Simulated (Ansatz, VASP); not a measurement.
One calculation of ZrS2, two programs

POSCAR

```
ZrS2
1.0
    3.7478870667      0.0000000000      0.0000000000
   -1.8739435333      3.2457654103      0.0000000000
    0.0000000000      0.0000000000      5.7982877114
Zr S
1 2
Direct
    0.0000000000      0.0000000000      0.0000000000
    0.3333333333      0.6666666667      0.2427972949
    0.6666666667      0.3333333333      0.7572027051
```

INCAR.step1

```
SYSTEM = ZrS2
  PREC = Accurate
  ENCUT = 550
  ISMEAR = -1
  SIGMA = 0.02
  LREAL = .False.
  LASPH = .True.
  NELM = 200
  LNONCOLLINEAR = .True.
  MAGMOM = 0 0 0 0 0 0 0 0 0
  LSORBIT = .True.
  GGA_COMPAT = .False.
  LMAXMIX = 4
  NBANDS = 37
  GGA = PE
  ALGO = Normal
  EDIFF = 1E-5
  LWAVE = .True.
  LCHARG = .False.
```

The input INCAR.step2:

```
SYSTEM = ZrS2
  PREC = Accurate
  ENCUT = 550
  EDIFF = 1E-6
  ISMEAR = -1
  SIGMA = 0.02
  LREAL = .False.
  LASPH = .True.
  NELM = 200
  ALGO = Normal
  ISIF = 2
  LWAVE = .False.
  LCHARG = .False.
  LNONCOLLINEAR = .True.
  MAGMOM = 0 0 0 0 0 0 0 0 0
  LORBIT = 11
  LSORBIT = .True.
  GGA_COMPAT = .False.
  LORBMOM = .True.
  LMAXMIX = 4
  METAGGA = R2SCAN
  LMIXTAU = .True.
  NBANDS = 37
  ISTART = 1
```

KPOINTS

```
Automatic mesh
0
Gamma
  12 12 4
  0 0 0
```

Input for Ansatz:

```yaml
crystal:
  lattice:
    - [3.7478870667, 0.0, 0.0]
    - [-1.8739435333, 3.2457654103, 0.0]
    - [0.0, 0.0, 5.7982877114]
  atoms:
    - { symbol: Zr, position: [0.0, 0.0, 0.0] }
    - { symbol: S, position: [0.3333333333, 0.6666666667, 0.2427972949] }
    - { symbol: S, position: [0.6666666667, 0.3333333333, 0.7572027051] }
kpoints:
  mp_grid: { grid: [12, 12, 4] }
  band_path:
    path:
      - [0.0, 0.0, 0.0]
      - [0.5, 0.0, 0.0]
      - [0.3333333333, 0.3333333333, 0.0]
      - [0.0, 0.0, 0.5]
      - [0.5, 0.0, 0.5]
      - [0.3333333333, 0.3333333333, 0.5]
      - [-0.067708, 0.03125, 0.0]
      - [0.0, 0.5, 0.5]
    npoints: 1
hamiltonian:
  xc: r2scan
scf:
  occupations: { method: fermi_dirac, width: 0.02 }
  n_extra_bands: 8
magnetization:
  noncollinear: true
  spin_orbit: true
output:
  forces: true
  stress: true
  eigenvalues: true
```

Change from the starting cell: epitaxial_xy strain +2.0%.

Alike in both runs: task single point; functional r2SCAN; k mesh 12 × 12 × 4; occupations fermi-dirac, width 0.02 eV; non-collinear spin, spin-orbit coupling.

|  | VASP | Ansatz |
| --- | --- | --- |
| version | VASP 6.6.1 | Ansatz 0.2.0 |
| potentials or method | VASP PAW PBE potentials, release 64 (Zr_sv, S) | plane waves, PAW |
| plane-wave cutoff (eV) | 550 | 500 |
| valence electrons in the cell | 24 | 24 |

```csv
,VASP,Ansatz,Ansatz less VASP
pressure (GPa),-1.3,-1.2,+0.03
"traceless stress, the component that is largest in VASP (GPa)",2.14,2.12,-0.019
rms of the force components (eV/Å),0.017,0.018,+0.0014
```

VASP's potentials were made for PBE, not for r2SCAN. Atom by atom the forces differ by 0.001 eV/Å (rms over components).
